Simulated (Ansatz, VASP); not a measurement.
AgI in VASP and in Ansatz

```
CELL_PARAMETERS angstrom
4.65087 0.00000 0.00000
-2.32544 4.02777 0.00000
0.00000 0.00000 7.59930
ATOMIC_POSITIONS crystal
Ag 0.33333 0.66667 0.00000
Ag 0.66667 0.33333 0.50000
I 0.33333 0.66667 0.37500
I 0.66667 0.33333 0.87500
```

Alike in both runs: task single point; functional HSE06; k mesh 6 × 6 × 2; no spin polarisation.

```csv
,VASP,Ansatz
version,VASP 6.6.1,Ansatz 0.2.0
potentials or method,"VASP PAW PBE potentials, release 64 (Ag, I)","plane waves, PAW"
plane-wave cutoff (eV),400,420
occupations,"gaussian, width 0.01 eV",fixed
valence electrons in the cell,36,72
```

```tsv
	VASP	Ansatz	Ansatz less VASP
gap on the k mesh at the Fermi level (eV)	2.51	2.53	+0.025
pressure (GPa)	0.3	0.5	+0.20
```

VASP's potentials hold 36 valence electrons a cell and Ansatz's 72, so a difference there can come from the potentials and not from the codes. Ansatz's warnings: stress exchange threshold loose, stress scf threshold loose.

Neither program's run includes spin-orbit coupling.
